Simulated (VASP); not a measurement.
Write the native input for VASP 6.6.1 that does the following.

* Task: electric field gradients
* Functional: PBEsol
* Potentials or basis: VASP PAW PBE potentials, release 64 (Os)
* Cutoff: 520 eV
* k mesh: 17 × 17 × 10
* Occupations: fermi-dirac, width 0.08 eV
* Spin: no spin polarisation
* Dipole correction: no
* Further INCAR settings: ALGO = Normal; EDIFF = 1e-08; NBANDS = 15

The structure of Os lies in POSCAR:

```
Os
1.0
    2.7157497583      0.0000000000      0.0000000000
   -1.3578748792      2.3519082811      0.0000000000
    0.0000000000      0.0000000000      4.2907078513
Os
2
Direct
    0.3333333333      0.6666666667      0.2500000000
    0.6666666667      0.3333333333      0.7500000000
```

This cell differs from its parent crystal: volume scaled by 0.98.

One way to write it, as run:

INCAR

```
SYSTEM = Os
ALGO = Normal ; EDIFF = 1E-8
ENCUT = 520 ; GGA = PS
ISIF = 2 ; ISMEAR = -1
LASPH = .TRUE. ; LCHARG = .FALSE.
LEFG = .TRUE. ; LREAL = .FALSE.
LWAVE = .FALSE. ; NBANDS = 15
NELM = 80 ; PREC = Accurate
SIGMA = 0.08
```

KPOINTS

```
k-points
0
G
  17 17 10
  0 0 0
```

Potentials or basis: VASP PAW PBE potentials, release 64 (Os).

Command:

```sh
$ cat potpaw_PBE.64/Os/POTCAR > POTCAR
$ mpirun -np 1 vasp_std > vasp.out
```

Results of the run:

The pressure is 6.9 GPa and the band gap on the k mesh is zero (band 8 reaches 11.77 eV, above the bottom of band 9 at 7.70 eV).

Caveat: without QUAD_EFG the Cq values of the log hold for a quadrupole moment of 1 mb, not for the nuclei; the PAW data sets were made with another functional, which shifts forces and pressure a little; spin-orbit coupling is left out, which moves the levels of the heavy elements.

Wall time 54 s on 1 thread of Intel(R) Xeon(R) Platinum 8375C CPU @ 2.90GHz (Ice Lake) (shared host), peak memory 0.19 GiB.
